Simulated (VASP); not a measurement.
Wanted: the native input for a VASP 6.6.1 run.

```yaml
Task: relaxation of cell and atoms
Functional: PBEsol
Potentials_or_basis: VASP PAW PBE potentials, release 64 (Ti_sv)
Cutoff: 600 eV
k_mesh: 11 × 11 × 11
Occupations: fermi-dirac, width 0.05 eV
Spin: no spin polarisation
Target_pressure: 20 GPa
Dipole_correction: no
Further_INCAR_settings: ALGO = Normal; EDIFF = 1e-06; IBRION = 2; EDIFFG = -0.01; NSW = 60; ISIF = 3
```

The structure of Ti lies in POSCAR:

```
Ti
1.0
   -1.6410000000      1.6410000000      1.6410000000
    1.6410000000     -1.6410000000      1.6410000000
    1.6410000000      1.6410000000     -1.6410000000
Ti
1
Direct
    0.0000000000      0.0000000000      0.0000000000
```

One way to write it, as run:

INCAR

```
PREC = Accurate
ENCUT = 600
EDIFF = 1E-6
ISMEAR = -1
SIGMA = 0.05
LREAL = F
LASPH = T
NELM = 100
ALGO = Normal
ISIF = 3
LWAVE = F
LCHARG = F
GGA = PS
IBRION = 2
NSW = 60
EDIFFG = -0.01
PSTRESS = 200.0
```

KPOINTS

```
Automatic mesh
0
Gamma
  11 11 11
```

Potentials or basis: VASP PAW PBE potentials, release 64 (Ti_sv).

Run with:

```sh
$ cat potpaw_PBE.64/Ti_sv/POTCAR > POTCAR
$ mpirun -np 1 vasp_std > vasp.out
```

It gave:

* Relaxed volume: 14.31 Å³/atom
* Relaxed cell: a = 2.649 Å, b = 2.649 Å, c = 2.649 Å, α = 109.47°, β = 109.47°, γ = 109.47°
* Space group after relaxing (to 0.05 Å): Im-3m (No. 229)
* Energy change on relaxing (the enthalpy is what falls): +95.5 meV/atom
* Ionic steps: 7
* Pressure after relaxing: 19.9 GPa
* Band gap on the k mesh: zero (band 6 reaches 11.26 eV, above the bottom of band 7 at 9.33 eV)

Caveat: the cell is relaxed towards a set pressure, so the enthalpy falls and the energy may rise; the volume moved by over 15 % at a fixed basis, so the end points are rough; the PAW data sets were made with another functional, which shifts forces and pressure a little.

Wall time 22 s on 1 thread of Intel(R) Xeon(R) 6975P-C (Granite Rapids), with other jobs on the host, peak memory 0.15 GiB.
